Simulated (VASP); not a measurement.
A run of VASP 6.6.1 is set up as follows.

Contents of INCAR:

```
  PREC = Accurate
  ENCUT = 520
  EDIFF = 1E-7
  ISMEAR = -1
  SIGMA = 0.05
  LREAL = False
  LASPH = True
  NELM = 150
  ALGO = Normal
  ISIF = 2
  LWAVE = False
  LCHARG = False
  ISPIN = 2
  MAGMOM = 1
  LORBIT = 11
  LMAXMIX = 4
  GGA = PE
  NBANDS = 15
```

File KPOINTS:

```
regular mesh
0
Gamma
  13 13 13
```

Contents of POSCAR:

```
Pt
1.0
    2.7256444420      0.0000000000      0.0000000000
    0.0000000000      2.7256444420      0.0000000000
    0.0000000000      0.0000000000      2.7256444420
Pt
1
Direct
    0.0000000000      0.0000000000      0.0000000000
```

Potentials or basis: VASP PAW PBE potentials, release 64 (Pt).

Run with:

```bash
$ cat potpaw_PBE.64/Pt/POTCAR > POTCAR
$ mpirun -np 1 vasp_std > vasp.out
```

Task: Estimate the net moment.

Result: 0.00 μB per cell.

Task: What does it give for the pressure?

Result: -15.7 GPa.
